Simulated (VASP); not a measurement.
Zn2InO: single point with PBE

Zn2InO:

```xyz
4
Lattice="4.3433 0.0000 0.0000 0.0000 4.3433 0.0000 0.0000 0.0000 3.2818" Properties=species:S:1:pos:R:3 pbc="T T T"
Zn    0.0000    2.1717    1.6409
Zn    2.1717    0.0000    1.6409
In    0.0000    0.0000    0.0000
O     2.1717    2.1717    1.6409
```

```json
{
  "Program": "VASP 6.6.1",
  "Task": "single point",
  "Functional": "PBE",
  "Potentials or basis": "VASP PAW PBE potentials, release 64 (Zn, In_d, O)",
  "Cutoff": "520 eV",
  "k mesh": "4 × 4 × 6",
  "Occupations": "gaussian, width 0.1 eV",
  "Spin": "no spin polarisation"
}
```

```
Pressure : 6.5 GPa
```

Stress tensor (GPa, compression positive):
```
 2.85  0.00  0.00
 0.00  2.85  0.00
 0.00  0.00 13.81
```

Levels at points of the mesh, in eV from the Fermi level:
| k point | band 19 | band 20 | band 21 | band 22 | band 23 | band 24 |
| --- | --- | --- | --- | --- | --- | --- |
| (0.00, 0.00, 0.00) | -4.45 | -1.59 | -0.30 | 0.61 | 0.61 | 4.70 |
| (0.50, 0.00, 0.00) | -3.62 | -1.96 | -1.31 | -0.18 | 3.44 | 5.33 |
| (0.50, 0.50, 0.00) | -5.68 | -1.13 | 0.40 | 0.40 | 3.36 | 7.63 |
| (0.00, 0.00, 0.50) | -3.74 | -3.74 | -1.60 | 2.16 | 3.21 | 3.76 |
| (0.50, 0.00, 0.50) | -3.43 | -3.35 | -0.61 | -0.18 | 0.22 | 4.33 |
| (0.50, 0.50, 0.50) | -3.60 | -2.28 | -1.90 | -1.43 | -1.43 | 3.05 |

Wall time 17 s on 1 thread of Intel(R) Xeon(R) Platinum 8488C (Sapphire Rapids), on a shared host, peak memory 0.18 GiB.

Caveat: the k points lie up to 0.36 Å⁻¹ apart; spin-orbit coupling is left out, which moves the levels of the heavy elements; an odd number of electrons without spin polarisation forces a metal; a magnetic or distorted state may lie lower.
